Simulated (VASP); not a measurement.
Runs of VASP 6.6.1 on Te. The structure is that of space group Pm-3m (No. 221), or close to it. The cells are those of the table. 

| task | cell | k mesh for the DOS | occupations for the DOS | gap on the mesh (eV) | pressure (GPa) |
| --- | --- | --- | --- | --- | --- |
| single point | a = 2.715 Å, 1 atom | - | - | none | 65.6 |
| single point | a = 2.969 Å, 1 atom | - | - | none | 14.7 |
| single point | a = 3.081 Å, 1 atom | - | - | none | (a) |
| single point | a = 2.310 Å, 1 atom | - | - | none | 388.6 |
| single point | a = 2.568 Å, 1 atom | - | - | none | (b) |
| single point | a = 2.402 Å, 1 atom | - | - | none | 259.8 |
| single point | a = 2.848 Å, 1 atom | - | - | none | 34.0 |

Alike in all rows: level LDA; potentials or basis VASP PAW LDA potentials, release 64 (Te); no spin polarisation; k mesh 12 × 12 × 12; cutoff (eV) 520; smearing fermi-dirac 0.1 eV.

Q: Estimate the missing entries.

A: (a) 3.7; (b) 126.8.

Caveats: spin-orbit coupling is left out, which moves the levels of the heavy elements.

A k mesh can miss the band edges, and the runs leave out spin-orbit coupling on Te.

A gap of «none» marks levels without a gap at the run's occupations.
